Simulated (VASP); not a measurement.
# Zn in VASP: relaxation of the atoms with PBEsol

Aim: the relaxation of the atoms of Zn with PBEsol.

All numbers are computed with VASP 6.6.1; they aren't measurements. Logs are shortened: lines on timing, memory, paths and dates and some standing lists are left out, and cuts for length are marked.

**1. The cell of the first run**

The cell holds a slab with vacuum, 4 atoms: a = 2.590 Å, b = 2.590 Å, c = 23.377 Å, α = 90.00°, β = 90.00°, γ = 120.00°.

**2. Relaxation of the atoms, PBEsol**

The input, INCAR:

```
PREC = Accurate ; ENCUT = 520
EDIFF = 1E-6 ; ISMEAR = -1
SIGMA = 0.1 ; LREAL = F
LASPH = T ; NELM = 80
ALGO = Normal ; ISIF = 2
LWAVE = F ; LCHARG = F
LDIPOL = T ; IDIPOL = 3
DIPOL = 0.5 0.5 0.500 ; GGA = PS
IBRION = 2 ; NSW = 60
EDIFFG = -0.01
```

The input, KPOINTS:

```
regular mesh
0
Gamma
  16 16 1
```

The input, POSCAR:

```
Zn
1.0
    2.5896975869      0.0000000000      0.0000000000
   -1.2948487935      2.2427438984      0.0000000000
    0.0000000000      0.0000000000     23.3765000000
Zn
4
Direct
    0.8333333330      0.1666666670      0.3422250850
    0.1666666670      0.8333333330      0.4474083619
    0.8333333330      0.1666666670      0.5525916381
    0.1666666670      0.8333333330      0.6577749150
```

Potentials or basis: VASP PAW PBE potentials, release 64 (Zn).

Launch:

```console
$ cat potpaw_PBE.64/Zn/POTCAR > POTCAR
$ mpirun -np 1 vasp_std > vasp.out
```

OUTCAR:

```text
PREC = Accurate
   ENCUT = 520
   EDIFF = 1E-6
   ISMEAR = -1
   LREAL = F
   LASPH = T
   NELM = 80
   ISIF = 2
   GGA = PS
   IBRION = 2
   NSW = 60
   EDIFFG = -0.01

 ion  position               nearest neighbor table
   1  0.833  0.167  0.342-   2 2.88   2 2.88   2 2.88
   2  0.167  0.833  0.447-   3 2.88   3 2.88   3 2.88   1 2.88   1 2.88   1 2.88
   3  0.833  0.167  0.553-   2 2.88   2 2.88   2 2.88   4 2.88   4 2.88   4 2.88
   4  0.167  0.833  0.658-   3 2.88   3 2.88   3 2.88

  LATTYP: Found a hexagonal cell.
 ALAT       =     2.5896975869
 C/A-ratio  =     9.0267296530

  Lattice vectors:

 A1 = (   2.5896975869,   0.0000000000,   0.0000000000)
 A2 = (  -1.2948487935,   2.2427438984,   0.0000000000)
 A3 = (   0.0000000000,   0.0000000000,  23.3765000000)

Analysis of symmetry for initial positions (statically):
=====================================================================
 Subroutine PRICEL returns:
 Original cell was already a primitive cell.

 Routine SETGRP: Setting up the symmetry group for a
 hexagonal supercell.

 Subroutine GETGRP returns: Found 12 space group operations
 (whereof  4 operations were pure point group operations)
 out of a pool of 24 trial point group operations.

The static configuration has the point symmetry C_2h.
 The point group associated with its full space group is D_3d.

Analysis of symmetry for dynamics (positions and initial velocities):
=====================================================================
 Subroutine PRICEL returns:
 Original cell was already a primitive cell.

 Routine SETGRP: Setting up the symmetry group for a
 hexagonal supercell.

 Subroutine GETGRP returns: Found 12 space group operations
 (whereof  4 operations were pure point group operations)
 out of a pool of 24 trial point group operations.

The dynamic configuration has the point symmetry C_2h.
 The point group associated with its full space group is D_3d.

 Subroutine INISYM returns: Found 12 space group operations
 (whereof  4 operations are pure point group operations),
 and found     1 'primitive' translations

----------------------------------------------------------------------------------------

[... 130 lines left out ...]
  volume of cell :      135.77
 maximum number of plane-waves:      3701
 NGX is ok and might be reduce to    20
   NGX =  9   NGY =  9   NGZ = 87

--------------------------------------- Ionic step        1  -------------------------------------------

 number of electron      47.9999982 magnetization

 Free energy of the ion-electron system (eV)
  ---------------------------------------------------
  ext. energy  EPLUGINS =         0.00000000
  ---------------------------------------------------
  free energy    TOTEN  =        -6.00698343 eV

  energy without entropy =       -5.97244146  energy(sigma->0) =       -5.98971244

------------------------ aborting loop because EDIFF is reached ----------------------------------------

  FORCE on cell =-STRESS in cart. coord.  units (eV):
  Direction    XX          YY          ZZ          XY          YZ          ZX
  --------------------------------------------------------------------------------------
  -------------------------------------------------------------------------------------
  Total       -0.4769407     -0.4769407     -1.0167065      0.0000000      0.0000000      0.0000000
  in kB       -5.6281644     -5.6281644    -11.9976984      0.0000000      0.0000000      0.0000000
  external PRESSURE =      -7.7513424 kB  Pullay stress =       0.0000000 kB
[... 253 lines left out ...]
--------------------------------------- Ionic step        8  -------------------------------------------

 number of electron      48.0000015 magnetization

 dipolmoment           0.000000      0.000000     -0.000000 electrons x Angstroem

------------------------ aborting loop because EDIFF is reached ----------------------------------------

  FORCE on cell =-STRESS in cart. coord.  units (eV):
  Direction    XX          YY          ZZ          XY          YZ          ZX
  --------------------------------------------------------------------------------------
  -------------------------------------------------------------------------------------
  Total        0.0206151      0.0206151      0.3416429     -0.0000000     -0.0000000      0.0000000
  in kB        0.2432698      0.2432698      4.0315753     -0.0000000     -0.0000000      0.0000000
  external PRESSURE =       1.5060383 kB  Pullay stress =       0.0000000 kB
[... 25 lines left out ...]
--------------------------------------- Ionic step        9  -------------------------------------------

 number of electron      47.9999972 magnetization

 dipolmoment           0.000000      0.000000      0.000000 electrons x Angstroem

 Free energy of the ion-electron system (eV)
  ---------------------------------------------------
  ext. energy  EPLUGINS =         0.00000000
  ---------------------------------------------------
  free energy    TOTEN  =        -6.02966959 eV

  energy without entropy =       -6.00386227  energy(sigma->0) =       -6.01676593

 E-fermi :  -1.0332     XC(G=0):  -5.6834

 val. band max:       -1.1185709264   @ k =   0.3125   0.2500   0.0000
 cond. band min:      -0.9015878606   @ k =   0.1875   0.1250   0.0000
 fundamental gap:      0.2169830658
 Fermi energy:        -1.0331801876

 k-point     1 :       0.0000    0.0000    0.0000
  band No.  band energies     occupation
      1     -11.8216      2.00000
      2     -10.7827      2.00000
      3      -9.9948      2.00000
      4      -9.9061      2.00000
      5      -9.0647      2.00000
      6      -8.8626      2.00000
[... 733 lines left out ...]
     27       3.8980      0.00000
     28       4.4528      0.00000

 [... further k-points ...]

------------------------ aborting loop because EDIFF is reached ----------------------------------------

 vacuum level on the upper side and lower side of the slab       (xc-potential included)        -0.013        -0.013

  FORCE on cell =-STRESS in cart. coord.  units (eV):
  Direction    XX          YY          ZZ          XY          YZ          ZX
  --------------------------------------------------------------------------------------
  -------------------------------------------------------------------------------------
  Total       -0.1187818     -0.1187818     -0.0312874      0.0000000     -0.0000000      0.0000000
  in kB       -1.4016912     -1.4016912     -0.3692090      0.0000000     -0.0000000      0.0000000
  external PRESSURE =      -1.0575305 kB  Pullay stress =       0.0000000 kB
[... 19 lines left out ...]
  FREE ENERGIE OF THE ION-ELECTRON SYSTEM (eV)
  ---------------------------------------------------
  free  energy   TOTEN  =        -6.0296695887 eV

  energy  without entropy=       -6.0038622714  energy(sigma->0) =       -6.01676593

 reached required accuracy - stopping structural energy minimisation

 vacuum level on the upper side and lower side of the slab         3.140         3.140
```

OSZICAR:

```text
N       E                     dE             d eps       ncg     rms          rms(c)
DAV:   1     0.291081040574E+03    0.29108E+03   -0.24168E+04  1680   0.207E+03
DAV:   2     0.147665966364E+02   -0.27631E+03   -0.27067E+03  1704   0.414E+02
[... 87 lines left out ...]
DAV:   1    -0.602440819438E+01    0.32285E-02   -0.16509E+01  1680   0.269E+01    0.183E-01
DAV:   2    -0.602990670047E+01   -0.54985E-02   -0.60850E-02  1836   0.258E+00    0.229E-01
DAV:   3    -0.602980006317E+01    0.10664E-03   -0.14255E-03  1760   0.463E-01    0.146E-01
DAV:   4    -0.602968221540E+01    0.11785E-03   -0.24000E-04  1856   0.332E-01    0.634E-02
DAV:   5    -0.602966799869E+01    0.14217E-04   -0.13736E-04  1836   0.319E-01    0.871E-03
DAV:   6    -0.602967046646E+01   -0.24678E-05   -0.35157E-05  1832   0.112E-01    0.118E-02
DAV:   7    -0.602966958868E+01    0.87779E-06   -0.71463E-06  1684   0.644E-02
   9 F= -.60296696E+01 E0= -.60167659E+01  d E =-.946678E-02
```

CONTCAR:

```text
Zn
   1.00000000000000
     2.5896975868999998    0.0000000000000000    0.0000000000000000
    -1.2948487934999999    2.2427438984000001    0.0000000000000000
     0.0000000000000000    0.0000000000000000   23.3765000000000001
  Zn
     4
Direct
     0.8333333329999988    0.1666666670000012    0.3471271058572309
     0.1666666670000012    0.8333333329999988    0.4502935237833841
     0.8333333329999988    0.1666666670000012    0.5497064762166159
     0.1666666670000012    0.8333333329999988    0.6528728941427691

  0.00000000E+00  0.00000000E+00  0.00000000E+00
  0.00000000E+00  0.00000000E+00  0.00000000E+00
  0.00000000E+00  0.00000000E+00  0.00000000E+00
  0.00000000E+00  0.00000000E+00  0.00000000E+00
```

Run time: 6 min. Hardware: 1 thread of AMD EPYC 9R45 (Zen 5), shared host; peak memory 0.27 GiB.

What came out:

- Free energy: -6.0297 eV
- Energy gained by relaxing: 5.7 meV/atom
- Ionic steps: 9
- Largest force after relaxing: 0.006 eV/Å
- Band gap on the k mesh: zero (bands 24 and 25 overlap by 3.80 eV)

Forces on the atoms (eV/Å):
```
Zn   0.000  0.000  0.001
Zn   0.000  0.000  0.006
Zn   0.000  0.000 -0.006
Zn   0.000  0.000 -0.001
```

The path:
```csv
step,energy change (eV),largest force (eV/Å),pressure (GPa)
1,0.0000,0.1583,-0.78
2,-0.0030,0.1351,-0.78
3,-0.0099,0.1005,-0.70
4,-0.0121,0.1365,-0.46
5,-0.0132,0.1115,-0.57
6,-0.0165,0.0905,-0.45
7,-0.0213,0.0470,-0.28
8,-0.0207,0.0631,0.15
9,-0.0227,0.0055,-0.11
```

Final structure:
```
CELL_PARAMETERS angstrom
2.58970 0.00000 0.00000
-1.29485 2.24274 0.00000
0.00000 0.00000 23.37650
ATOMIC_POSITIONS crystal
Zn 0.83333 0.16667 0.34713
Zn 0.16667 0.83333 0.45029
Zn 0.83333 0.16667 0.54971
Zn 0.16667 0.83333 0.65287
```

Caveat: the PAW data sets were made with another functional, which shifts forces and pressure a little.

The gap in the log of VASP goes by the Fermi energy; the results here count the filled bands.